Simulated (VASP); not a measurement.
# MgO (P6_3/mmc) in VASP: single point with PBEsol

Aim: the single point of MgO with PBEsol.

Everything below comes from runs of VASP 6.6.1. Logs are shortened: lines on timing, memory, paths and dates and some standing lists are left out, and cuts for length are marked.

### Step 1. The cell of the first run

Symmetry: P6_3/mmc, No. 194, hexagonal system. Conventional cell: a = 3.486 Å, b = 3.486 Å, c = 4.178 Å, α = 90.00°, β = 90.00°, γ = 120.00°. Within 2.7 Å of Mg (site symmetry -6m2) lie 5 O at 2.01 to 2.09 Å. O (site symmetry -6m2) has 5 Mg at 2.01 to 2.09 Å within 2.7 Å.

### Step 2. Single point, PBEsol

File INCAR:

```
SYSTEM = MgO
ALGO = Normal ; EDIFF = 1E-6
ENCUT = 600 ; GGA = PS
GGA_COMPAT = .FALSE. ; ISIF = 2
ISMEAR = 0 ; LASPH = .TRUE.
LCHARG = .FALSE. ; LREAL = .FALSE.
LWAVE = .FALSE. ; NBANDS = 16
NELM = 120 ; PREC = Accurate
SIGMA = 0.01
```

File KPOINTS:

```
k-points
0
G
  6 6 4
  0 0 0
```

File POSCAR:

```
MgO
1.0
    3.4863780000      0.0000000000      0.0000000000
   -1.7431890000      3.0192920000      0.0000000000
    0.0000000000      0.0000000000      4.1780410000
Mg O
2 2
Direct
    0.6666666667      0.3333333333      0.7500000000
    0.3333333333      0.6666666667      0.2500000000
    0.6666666667      0.3333333333      0.2500000000
    0.3333333333      0.6666666667      0.7500000000
```

Potentials or basis: VASP PAW PBE potentials, release 64 (Mg, O).

Run with:

```
$ cat potpaw_PBE.64/Mg/POTCAR potpaw_PBE.64/O/POTCAR > POTCAR
$ mpirun -np 1 vasp_std > vasp.out
```

OUTCAR:

```text
SYSTEM = MgO
   EDIFF = 1E-6
   ENCUT = 600
   GGA = PS
   ISIF = 2
   ISMEAR = 0
   LASPH = .TRUE.
   LREAL = .FALSE.
   NELM = 120
   PREC = Accurate

 ion  position               nearest neighbor table
   1  0.667  0.333  0.750-   4 2.01   4 2.01   4 2.01   3 2.09   3 2.09   2 2.90   2 2.90   2 2.90
                             2 2.90   2 2.90   2 2.90
   2  0.333  0.667  0.250-   3 2.01   3 2.01   3 2.01   4 2.09   4 2.09   1 2.90   1 2.90   1 2.90
                             1 2.90   1 2.90   1 2.90
   3  0.667  0.333  0.250-   2 2.01   2 2.01   2 2.01   1 2.09   1 2.09
   4  0.333  0.667  0.750-   1 2.01   1 2.01   1 2.01   2 2.09   2 2.09

  LATTYP: Found a hexagonal cell.
 ALAT       =     3.4863780000
 C/A-ratio  =     1.1983901344

  Lattice vectors:

 A1 = (   3.4863780000,   0.0000000000,   0.0000000000)
 A2 = (  -1.7431890000,   3.0192920000,   0.0000000000)
 A3 = (   0.0000000000,   0.0000000000,   4.1780410000)

Analysis of symmetry for initial positions (statically):
=====================================================================
 Subroutine PRICEL returns:
 Original cell was already a primitive cell.

 Routine SETGRP: Setting up the symmetry group for a
 hexagonal supercell.

 Subroutine GETGRP returns: Found 24 space group operations
 (whereof 12 operations were pure point group operations)
 out of a pool of 24 trial point group operations.

The static configuration has the point symmetry D_3d.
 The point group associated with its full space group is D_6h.

Analysis of symmetry for dynamics (positions and initial velocities):
=====================================================================
 Subroutine PRICEL returns:
 Original cell was already a primitive cell.

 Routine SETGRP: Setting up the symmetry group for a
 hexagonal supercell.

 Subroutine GETGRP returns: Found 24 space group operations
 (whereof 12 operations were pure point group operations)
 out of a pool of 24 trial point group operations.

The dynamic configuration has the point symmetry D_3d.
 The point group associated with its full space group is D_6h.

 Subroutine INISYM returns: Found 24 space group operations
 (whereof 12 operations are pure point group operations),
 and found     1 'primitive' translations

----------------------------------------------------------------------------------------

                                     Primitive cell

  volume of cell :      43.9797

  direct lattice vectors                    reciprocal lattice vectors
     3.486378000  0.000000000  0.000000000     0.286830631  0.165601737  0.000000000
    -1.743189000  3.019292000  0.000000000     0.000000000  0.331203474  0.000000000
     0.000000000  0.000000000  4.178041000     0.000000000  0.000000000  0.239346622

  length of vectors
     3.486378000  3.486378073  4.178041000     0.331203481  0.331203474  0.239346622

  position of ions in fractional coordinates (direct lattice)
     0.666666667  0.333333333  0.750000000
     0.333333333  0.666666667  0.250000000
     0.666666667  0.333333333  0.250000000
     0.333333333  0.666666667  0.750000000

  ion indices of the primitive-cell ions
   primitive index   ion index
                 1           1
                 2           2
                 3           3
                 4           4

----------------------------------------------------------------------------------------

 KPOINTS: k-points

Automatic generation of k-mesh.
 Grid dimensions read from file:
 generate k-points for:    6    6    4

 Generating k-lattice:

  Cartesian coordinates                     Fractional coordinates (reciprocal lattice)
     0.047805105  0.027600290  0.000000000     0.166666667 -0.000000000  0.000000000
     0.000000000  0.055200579  0.000000000     0.000000000  0.166666667  0.000000000
     0.000000000  0.000000000  0.059836656     0.000000000  0.000000000  0.250000000

  Length of vectors
     0.055200580  0.055200579  0.059836656

  Shift w.r.t. Gamma in fractional coordinates (k-lattice)
     0.000000000  0.000000000  0.000000000

 Subroutine IBZKPT returns following result:
 ===========================================

 Found     21 irreducible k-points:

 Following reciprocal coordinates:
            Coordinates               Weight
  0.000000  0.000000  0.000000      1.000000
  0.166667  0.000000  0.000000      6.000000
  0.333333  0.000000  0.000000      6.000000
  0.500000  0.000000  0.000000      3.000000
  0.166667  0.166667  0.000000      6.000000
  0.333333  0.166667  0.000000     12.000000
[... 13 lines left out ...]
  0.333333  0.166667  0.500000     12.000000
  0.333333  0.333333  0.500000      2.000000
   k-points           NKPTS =     21   k-points in BZ     NKDIM =     21   number of bands    NBANDS=     16
   number of dos      NEDOS =    301   number of ions     NIONS =      4
   total plane-waves  NPLWV =  28224
   dimension x,y,z NGX =    28 NGY =   28 NGZ =   36
   dimension x,y,z NGXF=    56 NGYF=   56 NGZF=   72
   ions per type =               2   2
   NGX,Y,Z   is equivalent  to a cutoff of  13.35, 13.35, 14.32 a.u.
   NGXF,Y,Z  is equivalent  to a cutoff of  26.70, 26.70, 28.65 a.u.
 SYSTEM =  MgO
   PREC   = accura    normal or accurate (medium, high low for compatibility)
   ISTART =      0    job   : 0-new  1-cont  2-samecut
   ICHARG =      2    charge: 1-file 2-atom 10-const
   ISPIN  =      1    spin polarized calculation?
   LNONCOLLINEAR =      F non collinear calculations
   LSORBIT =      F    spin-orbit coupling
   LASPH  =      T    aspherical Exc in radial PAW
   ENCUT  =  600.0 eV  44.10 Ry    6.64 a.u.   6.96  6.96  8.34*2*pi/ulx,y,z
   NELM   =    120;   NELMIN=  2; NELMDL= -5     # of ELM steps
   EDIFF  = 0.1E-05   stopping-criterion for ELM
   LREAL  =      F    real-space projection
   EDIFFG = 0.1E-04   stopping-criterion for IOM
   NSW    =      0    number of steps for IOM
   IBRION =     -1    ionic relax: 0-MD 1-quasi-New 2-CG
   NFREE  =      0    steps in history (QN), initial steepest desc. (CG)
   ISIF   =      2    stress and relaxation
   ISYM   =      2    0-nonsym 1-usesym 2-fastsym
   POTIM  = 0.5000    time-step for ionic-motion
   TEBEG  =    0.0;   TEEND  =   0.0 temperature during run
   PSTRESS=    0.0 pullay stress
   NELECT =      16.0000    total number of electrons
   NUPDOWN=      -1.0000    fix difference up-down
   EMIN   =  10.00;   EMAX   =-10.00  energy-range for DOS
   EFERMI =   0.00;   METHOD = LEGACY
   ISMEAR =     0;   SIGMA  =   0.01  broadening in eV -4-tet -1-fermi 0-gaus
   EFERMI_NEDOS =   21; number of points for ismear=-14 and -15
   IALGO  =     38    algorithm
   IMIX   =      4    mixing-type and parameters
     AMIX     =   0.40;   BMIX     =  1.00
     AMIX_MAG =   1.60;   BMIX_MAG =  1.00
  volume/ion in A,a.u.               =      10.99        74.20
  Fermi-wavevector in a.u.,A,eV,Ry     =   1.168685  2.208494 18.583166  1.365824
  Thomas-Fermi vector in A             =   2.305168
   LORBIT       =      0    0 simple, 1 ext, 2 COOP (PROOUT), +10 PAW based schemes
   GGA     = PS    functional components
   LHFCALC =     F    Hartree Fock is set to
   AEXX    =    0.0000 exact exchange contribution
   IVDW    =     0    specifies the selected vdW correction
   LEPSILON=     F    determine dielectric tensor
   LRPA    =     F    only Hartree local field effects (RPA)
 non-spin polarized calculation
 Gauss-broadening in eV      SIGMA  =   0.01
  energy-cutoff  :      600.00
  volume of cell :       43.98
 maximum number of plane-waves:      1485
 NGX is ok and might be reduce to    28
   NGX = 13   NGY = 13   NGZ = 17

 number of electron      15.9999998 magnetization

 Free energy of the ion-electron system (eV)
  ---------------------------------------------------
  ext. energy  EPLUGINS =         0.00000000
  ---------------------------------------------------
  free energy    TOTEN  =       -24.76386327 eV

  energy without entropy =      -24.76386327  energy(sigma->0) =      -24.76386327

 E-fermi :   1.9217     XC(G=0): -10.3129

 val. band max:        1.8813551168   @ k =   0.0000   0.0000   0.0000
 cond. band min:       5.1961071254   @ k =   0.0000   0.0000   0.0000
 fundamental gap:      3.3147520086
 Fermi energy:         1.9216553829

 k-point     1 :       0.0000    0.0000    0.0000
  band No.  band energies     occupation
      1     -14.9895      2.00000
      2     -13.5582      2.00000
      3      -1.8128      2.00000
      4       0.1254      2.00000
      5       0.1254      2.00000
      6       1.0688      2.00000
[... 8 lines left out ...]
     15      17.3443      0.00000
     16      17.4468      0.00000

 k-point     2 :       0.1667    0.0000    0.0000
  band No.  band energies     occupation
      1     -14.8532      2.00000
      2     -13.5839      2.00000
      3      -1.5962      2.00000
      4      -0.3283      2.00000
      5      -0.0700      2.00000
      6       0.5251      2.00000
[... 8 lines left out ...]
     15      16.4137      0.00000
     16      16.5638      0.00000

 k-point     3 :       0.3333    0.0000    0.0000
  band No.  band energies     occupation
      1     -14.5212      2.00000
      2     -13.6902      2.00000
      3      -1.3020      2.00000
      4      -1.0198      2.00000
      5      -0.3670      2.00000
      6       0.0535      2.00000
[... 8 lines left out ...]
     15      15.8762      0.00000
     16      16.4375      0.00000

 k-point     4 :       0.5000    0.0000    0.0000
  band No.  band energies     occupation
      1     -14.2748      2.00000
      2     -13.8213      2.00000
      3      -1.7361      2.00000
      4      -0.5219      2.00000
      5      -0.4909      2.00000
      6      -0.1014      2.00000
[... 8 lines left out ...]
     15      16.4455      0.00000
     16      16.5546      0.00000
[... 267 lines left out ...]
 k-point    19 :       0.1667    0.1667    0.5000
  band No.  band energies     occupation
      1     -14.0973      2.00000
      2     -14.0973      2.00000
      3      -1.5493      2.00000
      4      -1.5493      2.00000
      5       0.2184      2.00000
      6       0.2184      2.00000
[... 8 lines left out ...]
     15      17.3801      0.00000
     16      17.3801      0.00000

 k-point    20 :       0.3333    0.1667    0.5000
  band No.  band energies     occupation
      1     -13.9844      2.00000
      2     -13.9844      2.00000
      3      -1.8779      2.00000
      4      -1.8779      2.00000
      5      -0.1536      2.00000
      6      -0.1536      2.00000
[... 8 lines left out ...]
     15      17.8370      0.00000
     16      17.8370      0.00000

 k-point    21 :       0.3333    0.3333    0.5000
  band No.  band energies     occupation
      1     -13.9469      2.00000
      2     -13.9469      2.00000
      3      -1.7606      2.00000
      4      -1.7606      2.00000
      5      -0.6435      2.00000
      6      -0.6435      2.00000
[... 8 lines left out ...]
     15      19.2725      0.00000
     16      19.2725      0.00000

------------------------ aborting loop because EDIFF is reached ----------------------------------------

  FORCE on cell =-STRESS in cart. coord.  units (eV):
  Direction    XX          YY          ZZ          XY          YZ          ZX
  --------------------------------------------------------------------------------------
  -------------------------------------------------------------------------------------
  Total        0.1327460      0.1327460      0.2122449      0.0000000      0.0000000      0.0000000
  in kB        4.8359265      4.8359268      7.7320662      0.0000000      0.0000000      0.0000000
  external PRESSURE =       5.8013065 kB  Pullay stress =       0.0000000 kB

 VOLUME and BASIS-vectors are now :
 -----------------------------------------------------------------------------
  energy-cutoff  :      600.00
  volume of cell :       43.98
      direct lattice vectors                 reciprocal lattice vectors
     3.486378000  0.000000000  0.000000000     0.286830631  0.165601737  0.000000000
    -1.743189000  3.019292000  0.000000000     0.000000000  0.331203474  0.000000000
     0.000000000  0.000000000  4.178041000     0.000000000  0.000000000  0.239346622

 POSITION                                       TOTAL-FORCE (eV/Angst)
 -----------------------------------------------------------------------------------
      1.74319      1.00643      3.13353        -0.000000      0.000000      0.000000
     -0.00000      2.01286      1.04451        -0.000000     -0.000000      0.000000
      1.74319      1.00643      1.04451        -0.000000     -0.000000      0.000000
     -0.00000      2.01286      3.13353         0.000000      0.000000      0.000000
 -----------------------------------------------------------------------------------
    total drift:                                0.000000     -0.000000      0.000000

  FREE ENERGIE OF THE ION-ELECTRON SYSTEM (eV)
  ---------------------------------------------------
  free  energy   TOTEN  =       -24.7638632723 eV

  energy  without entropy=      -24.7638632723  energy(sigma->0) =      -24.76386327
```

It took 10 s on 1 thread of Intel Xeon 6975P-C (Granite Rapids), shared host; peak memory 0.17 GiB.

What came out:

```yaml
Free_energy: -24.7639 eV
Pressure: 0.6 GPa
Band_gap_on_the_k_mesh: 3.31 eV, direct
```

Stress tensor (GPa, compression positive):
```
0.48 0.00 0.00
0.00 0.48 0.00
0.00 0.00 0.77
```

Levels at points of the mesh, in eV from the valence-band top:
| k point | band 6 | band 7 | band 8 | band 9 | band 10 | band 11 |
| --- | --- | --- | --- | --- | --- | --- |
| (0.00, 0.00, 0.00) | -0.81 | -0.81 | 0.00 | 3.31 | 9.39 | 12.11 |
| (0.50, 0.00, 0.00) | -1.98 | -1.32 | -0.53 | 6.84 | 9.01 | 9.69 |
| (0.00, 0.00, 0.50) | -1.30 | -1.30 | -1.30 | 6.35 | 6.35 | 12.77 |
| (0.50, 0.00, 0.50) | -1.56 | -0.83 | -0.83 | 7.17 | 7.17 | 11.89 |

Caveat: the PAW data sets were made with another functional, which shifts forces and pressure a little.
